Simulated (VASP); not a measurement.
# TiO2 in VASP: a series of runs

TiO2 is run at these levels: PBE+U; tasks: single point.

Program: VASP 6.6.1. These are calculated values, not measurements. Logs are shortened: lines on timing, memory, paths and dates and some standing lists are left out, and cuts for length are marked.

### 1 The cell of the first run

The typed cell holds 6 atoms: a = 3.858 Å, b = 3.858 Å, c = 5.644 Å, α = 109.98°, β = 109.98°, γ = 90.00°.

### 2 Single point, PBE+U (atoms shifted along a free coordinate)

Input file INCAR:

```
SYSTEM = TiO2
ALGO = Normal ; EDIFF = 1E-6
ENCUT = 520 ; GGA = PE
ISIF = 2 ; ISMEAR = 0
LASPH = .True. ; LCHARG = .False.
LDAU = .True. ; LDAUJ = 0 0
LDAUL = 2 -1 ; LDAUPRINT = 1
LDAUTYPE = 2 ; LDAUU = 4 0
LMAXMIX = 4 ; LREAL = .False.
LWAVE = .False. ; NBANDS = 33
NELM = 150 ; PREC = Accurate
SIGMA = 0.05
```

Input file KPOINTS:

```
k-points
0
Gamma
  6 6 6
  0 0 0
```

Input file POSCAR:

```
TiO2
1.0
    2.7277841265     -2.7278599281     -0.0203548313
    2.7277841265      2.7278599281     -0.0203548313
   -2.6907787541      0.0000000000      4.9617445611
Ti O
2 4
Direct
    0.1250069486      0.8749930514      0.2500000000
    0.8749930514      0.1250069486      0.7500000000
    0.3455605588      0.0955838341      0.6911308395
    0.6544394412      0.9044161659      0.3088691605
    0.9044161659      0.6544394412      0.8088691605
    0.0955838341      0.3455605588      0.1911308395
```

Potentials or basis: VASP PAW PBE potentials, release 64 (Ti_sv, O).

Launch:

```
$ cat potpaw_PBE.64/Ti_sv/POTCAR potpaw_PBE.64/O/POTCAR > POTCAR
$ mpirun -np 1 vasp_std > vasp.out
```

OUTCAR:

```text
SYSTEM = TiO2
   EDIFF = 1E-6
   ENCUT = 520
   GGA = PE
   ISIF = 2
   ISMEAR = 0
   LASPH = .True.
   LREAL = .False.
   NELM = 150
   PREC = Accurate

 ion  position               nearest neighbor table
   1  0.125  0.875  0.250-   4 1.95   6 1.95   6 1.95   4 1.95   3 2.18   5 2.18
   2  0.875  0.125  0.750-   5 1.95   3 1.95   5 1.95   3 1.95   6 2.18   4 2.18
   3  0.346  0.096  0.691-   2 1.95   2 1.95   1 2.18
   4  0.654  0.904  0.309-   1 1.95   1 1.95   2 2.18
   5  0.904  0.654  0.809-   2 1.95   2 1.95   1 2.18
   6  0.096  0.346  0.191-   1 1.95   1 1.95   2 2.18

  LATTYP: Found a base centered monoclinic cell.
 ALAT       =     5.4557201394
 B/A-ratio  =     0.9999999481
 C/A-ratio  =     1.0345830161
 COS(beta)  =    -0.4832630161

  Lattice vectors:

 A1 = (   2.7277841265,  -2.7278599281,  -0.0203548313)
 A2 = (   2.7277841265,   2.7278599281,  -0.0203548313)
 A3 = (  -2.6907787541,   0.0000000000,   4.9617445611)

Analysis of symmetry for initial positions (statically):
=====================================================================
 Subroutine PRICEL returns:
 Original cell was already a primitive cell.

 Routine SETGRP: Setting up the symmetry group for a
 base centered monoclinic supercell.

 Subroutine GETGRP returns: Found  4 space group operations
 (whereof  2 operations were pure point group operations)
 out of a pool of  4 trial point group operations.

The static configuration has the point symmetry S_2 .
 The point group associated with its full space group is C_2h.

Analysis of symmetry for dynamics (positions and initial velocities):
=====================================================================
 Subroutine PRICEL returns:
 Original cell was already a primitive cell.

 Routine SETGRP: Setting up the symmetry group for a
 base centered monoclinic supercell.

 Subroutine GETGRP returns: Found  4 space group operations
 (whereof  2 operations were pure point group operations)
 out of a pool of  4 trial point group operations.

The dynamic configuration has the point symmetry S_2 .
 The point group associated with its full space group is C_2h.

 Subroutine INISYM returns: Found  4 space group operations
 (whereof  2 operations are pure point group operations),
 and found     1 'primitive' translations

----------------------------------------------------------------------------------------

                                     Primitive cell

  volume of cell :      73.5420

  direct lattice vectors                    reciprocal lattice vectors
     2.727784127 -2.727859928 -0.020354831     0.184043732 -0.183293869  0.099807831
     2.727784127  2.727859928 -0.020354831     0.184043732  0.183293869  0.099807831
    -2.690778754  0.000000000  4.961744561     0.001510025  0.000000000  0.202360910

  length of vectors
     3.857776607  3.857776607  5.644395397     0.278263079  0.278263079  0.202366544

  position of ions in fractional coordinates (direct lattice)
     0.125006949  0.874993051  0.250000000
     0.874993051  0.125006949  0.750000000
     0.345560559  0.095583834  0.691130839
     0.654439441  0.904416166  0.308869161
     0.904416166  0.654439441  0.808869161
     0.095583834  0.345560559  0.191130839

  ion indices of the primitive-cell ions
   primitive index   ion index
                 1           1
                 2           2
                 3           3
[... 110 lines left out ...]
 non-spin polarized calculation
 Gauss-broadening in eV      SIGMA  =   0.05
  energy-cutoff  :      520.00
  volume of cell :       73.54
 maximum number of plane-waves:      2003
 NGX is ok and might be reduce to    30
   NGX = 15   NGY = 15   NGZ = 21

atom =   1  type =  1  l = 2

 onsite density matrix

spin component  1

  0.2581 -0.0012  0.0000 -0.0000  0.0000
 -0.0012  0.0917 -0.0000 -0.0000  0.0000
  0.0000 -0.0000  0.2085  0.0015  0.0000
 -0.0000 -0.0000  0.0015  0.0917 -0.0002
  0.0000  0.0000  0.0000 -0.0002  0.1214

spin component  2

  0.2581 -0.0012  0.0000 -0.0000  0.0000
 -0.0012  0.0917 -0.0000 -0.0000  0.0000
  0.0000 -0.0000  0.2085  0.0015  0.0000
 -0.0000 -0.0000  0.0015  0.0917 -0.0002
  0.0000  0.0000  0.0000 -0.0002  0.1214

 occupancies and eigenvectors

  o =  0.0917  v =  0.0075  1.0000 -0.0000  0.0000  0.0000  0.0000  0.0000  0.0000  0.0000  0.0000      0.0000  0.0000  0.0000  0.0000  0.0000  0.0000  0.0000  0.0000  0.0000  0.0000
  o =  0.0917  v =  0.0000  0.0000  0.0000  0.0000  0.0000  0.0075  1.0000 -0.0000  0.0000  0.0000      0.0000  0.0000  0.0000  0.0000  0.0000  0.0000  0.0000  0.0000  0.0000  0.0000
  o =  0.0917  v =  0.0000  0.0000  0.0130 -0.9999 -0.0075  0.0000  0.0000  0.0000  0.0000  0.0000      0.0000  0.0000  0.0000  0.0000  0.0000  0.0000  0.0000  0.0000  0.0000  0.0000
  o =  0.0917  v =  0.0000  0.0000  0.0000  0.0000  0.0000  0.0000  0.0000  0.0130 -0.9999 -0.0075      0.0000  0.0000  0.0000  0.0000  0.0000  0.0000  0.0000  0.0000  0.0000  0.0000
  o =  0.1214  v = -0.0000  0.0000  0.0000 -0.0075  1.0000  0.0000  0.0000  0.0000  0.0000  0.0000      0.0000  0.0000  0.0000  0.0000  0.0000  0.0000  0.0000  0.0000  0.0000  0.0000
  o =  0.1214  v =  0.0000  0.0000  0.0000  0.0000  0.0000 -0.0000  0.0000  0.0000 -0.0075  1.0000      0.0000  0.0000  0.0000  0.0000  0.0000  0.0000  0.0000  0.0000  0.0000  0.0000
  o =  0.2085  v =  0.0000  0.0000  0.0000  0.0000  0.0000  0.0000  0.0000 -0.9999 -0.0130 -0.0000      0.0000  0.0000  0.0000  0.0000  0.0000  0.0000  0.0000  0.0000  0.0000  0.0000
  o =  0.2085  v =  0.0000  0.0000 -0.9999 -0.0130 -0.0000  0.0000  0.0000  0.0000  0.0000  0.0000      0.0000  0.0000  0.0000  0.0000  0.0000  0.0000  0.0000  0.0000  0.0000  0.0000
  o =  0.2581  v = -1.0000  0.0075 -0.0000 -0.0000 -0.0000  0.0000  0.0000  0.0000  0.0000  0.0000      0.0000  0.0000  0.0000  0.0000  0.0000  0.0000  0.0000  0.0000  0.0000  0.0000
  o =  0.2581  v =  0.0000  0.0000  0.0000  0.0000  0.0000 -1.0000  0.0075 -0.0000 -0.0000 -0.0000      0.0000  0.0000  0.0000  0.0000  0.0000  0.0000  0.0000  0.0000  0.0000  0.0000

atom =   2  type =  1  l = 2

 onsite density matrix

spin component  1

  0.2581 -0.0012  0.0000 -0.0000  0.0000
 -0.0012  0.0917 -0.0000 -0.0000  0.0000
  0.0000 -0.0000  0.2085  0.0015  0.0000
 -0.0000 -0.0000  0.0015  0.0917 -0.0002
  0.0000  0.0000  0.0000 -0.0002  0.1214

spin component  2

  0.2581 -0.0012  0.0000 -0.0000  0.0000
 -0.0012  0.0917 -0.0000 -0.0000  0.0000
  0.0000 -0.0000  0.2085  0.0015  0.0000
 -0.0000 -0.0000  0.0015  0.0917 -0.0002
  0.0000  0.0000  0.0000 -0.0002  0.1214

 occupancies and eigenvectors

  o =  0.0917  v =  0.0075  1.0000 -0.0000  0.0000  0.0000  0.0000  0.0000  0.0000  0.0000  0.0000      0.0000  0.0000  0.0000  0.0000  0.0000  0.0000  0.0000  0.0000  0.0000  0.0000
  o =  0.0917  v =  0.0000  0.0000  0.0000  0.0000  0.0000  0.0075  1.0000 -0.0000  0.0000  0.0000      0.0000  0.0000  0.0000  0.0000  0.0000  0.0000  0.0000  0.0000  0.0000  0.0000
  o =  0.0917  v =  0.0000  0.0000  0.0130 -0.9999 -0.0075  0.0000  0.0000  0.0000  0.0000  0.0000      0.0000  0.0000  0.0000  0.0000  0.0000  0.0000  0.0000  0.0000  0.0000  0.0000
  o =  0.0917  v =  0.0000  0.0000  0.0000  0.0000  0.0000  0.0000  0.0000  0.0130 -0.9999 -0.0075      0.0000  0.0000  0.0000  0.0000  0.0000  0.0000  0.0000  0.0000  0.0000  0.0000
  o =  0.1214  v = -0.0000  0.0000  0.0000 -0.0075  1.0000  0.0000  0.0000  0.0000  0.0000  0.0000      0.0000  0.0000  0.0000  0.0000  0.0000  0.0000  0.0000  0.0000  0.0000  0.0000
  o =  0.1214  v =  0.0000  0.0000  0.0000  0.0000  0.0000 -0.0000  0.0000  0.0000 -0.0075  1.0000      0.0000  0.0000  0.0000  0.0000  0.0000  0.0000  0.0000  0.0000  0.0000  0.0000
  o =  0.2085  v =  0.0000  0.0000  0.0000  0.0000  0.0000  0.0000  0.0000 -0.9999 -0.0130 -0.0000      0.0000  0.0000  0.0000  0.0000  0.0000  0.0000  0.0000  0.0000  0.0000  0.0000
  o =  0.2085  v =  0.0000  0.0000 -0.9999 -0.0130 -0.0000  0.0000  0.0000  0.0000  0.0000  0.0000      0.0000  0.0000  0.0000  0.0000  0.0000  0.0000  0.0000  0.0000  0.0000  0.0000
  o =  0.2581  v = -1.0000  0.0075 -0.0000 -0.0000 -0.0000  0.0000  0.0000  0.0000  0.0000  0.0000      0.0000  0.0000  0.0000  0.0000  0.0000  0.0000  0.0000  0.0000  0.0000  0.0000
  o =  0.2581  v =  0.0000  0.0000  0.0000  0.0000  0.0000 -1.0000  0.0075 -0.0000 -0.0000 -0.0000      0.0000  0.0000  0.0000  0.0000  0.0000  0.0000  0.0000  0.0000  0.0000  0.0000

 number of electron      48.0000001 magnetization

 Free energy of the ion-electron system (eV)
  ---------------------------------------------------
  ext. energy  EPLUGINS =         0.00000000
  ---------------------------------------------------
  free energy    TOTEN  =       -48.00428521 eV

  energy without entropy =      -48.00428521  energy(sigma->0) =      -48.00428521

 E-fermi :   3.6472     XC(G=0): -10.4287

 val. band max:        3.3243798589   @ k =   0.5000   0.5000   0.0000
 cond. band min:       5.3692828775   @ k =   0.0000   0.0000   0.0000
 fundamental gap:      2.0449030185
 Fermi energy:         3.6471607236

 k-point     1 :       0.0000    0.0000    0.0000
  band No.  band energies     occupation
      1     -54.8582      2.00000
      2     -54.8237      2.00000
      3     -31.1742      2.00000
      4     -30.9677      2.00000
      5     -30.9677      2.00000
      6     -30.9524      2.00000
[... 853 lines left out ...]
     32       8.0869      0.00000
     33       8.6251      0.00000

 [... further k-points ...]

------------------------ aborting loop because EDIFF is reached ----------------------------------------

  FORCE on cell =-STRESS in cart. coord.  units (eV):
  Direction    XX          YY          ZZ          XY          YZ          ZX
  --------------------------------------------------------------------------------------
  -------------------------------------------------------------------------------------
  Total       -0.3078947     -0.3080964     -7.7104595      0.0000000      0.0000000     -0.0559778
  in kB       -6.7077583     -6.7121525   -167.9791605      0.0000000      0.0000000     -1.2195255
  external PRESSURE =     -60.4663571 kB  Pullay stress =       0.0000000 kB

 VOLUME and BASIS-vectors are now :
 -----------------------------------------------------------------------------
  energy-cutoff  :      520.00
  volume of cell :       73.54
      direct lattice vectors                 reciprocal lattice vectors
     2.727784127 -2.727859928 -0.020354831     0.184043732 -0.183293869  0.099807831
     2.727784127  2.727859928 -0.020354831     0.184043732  0.183293869  0.099807831
    -2.690778754  0.000000000  4.961744561     0.001510025  0.000000000  0.202360910

 POSITION                                       TOTAL-FORCE (eV/Angst)
 -----------------------------------------------------------------------------------
      2.05509      2.04586      1.22008         0.000000      0.000154     -0.000000
      0.70970     -2.04586      3.70095        -0.000000     -0.000154     -0.000000
     -0.65633     -0.68190      3.42024        -0.011408     -0.000140     -1.474473
      3.42112      0.68190      1.50080         0.011408      0.000140      1.474473
      2.07573     -0.68190      3.98167         0.011408     -0.000140      1.474473
      0.68906      0.68190      0.93936        -0.011408      0.000140     -1.474473
 -----------------------------------------------------------------------------------
    total drift:                               -0.000000     -0.000000      0.000000

  FREE ENERGIE OF THE ION-ELECTRON SYSTEM (eV)
  ---------------------------------------------------
  free  energy   TOTEN  =       -48.0042852081 eV

  energy  without entropy=      -48.0042852081  energy(sigma->0) =      -48.00428521
```

Run time: 75 s. Hardware: 1 thread of Intel Xeon 6975P-C (Granite Rapids), shared host; peak memory 0.26 GiB.

Results:

```
Free energy            : -48.0043 eV
Pressure               : -6.0 GPa
Largest force          : 1.475 eV/Å
Band gap on the k mesh : 2.04 eV (least direct gap 2.70 eV)
```

Forces on the atoms (eV/Å):
```
Ti   0.000  0.000  0.000
Ti   0.000  0.000  0.000
O   -0.011  0.000 -1.474
O    0.011  0.000  1.474
O    0.011  0.000  1.474
O   -0.011  0.000 -1.474
```

Levels at points of the mesh, in eV from the valence-band top:
```
           k point  band 22  band 23  band 24  band 25  band 26  band 27
(0.00, 0.00, 0.00)    -1.00    -0.71    -0.71     2.04     2.65     3.08
(0.50, 0.00, 0.00)    -1.56    -1.19    -0.98     2.83     3.05     3.26
(0.50, 0.50, 0.00)    -2.53     0.00     0.00     3.26     3.26     3.65
(0.00, 0.00, 0.50)    -1.61    -0.49    -0.49     2.34     2.34     3.05
(0.50, 0.00, 0.50)    -1.56    -1.19    -0.98     2.83     3.05     3.26
(0.50, 0.50, 0.50)    -2.53     0.00     0.00     3.26     3.26     3.65
```

Eigenvalues of the final occupation matrices:
```tsv
site	spin	trace	eigenvalues
site 1 d	1	0.77	0.09 0.09 0.12 0.21 0.26
site 1 d	2	0.77	0.09 0.09 0.12 0.21 0.26
site 2 d	1	0.77	0.09 0.09 0.12 0.21 0.26
site 2 d	2	0.77	0.09 0.09 0.12 0.21 0.26
```

Caveat: the cell differs from its parent crystal (atoms shifted along a free coordinate); the stress differs along the axes, from -17 to -1 GPa; forces of over 1 eV/Å act on the atoms, so gaps and moduli don't describe the material at rest. A k mesh can miss the band edges.

(Part 1 of 2 ends here.)
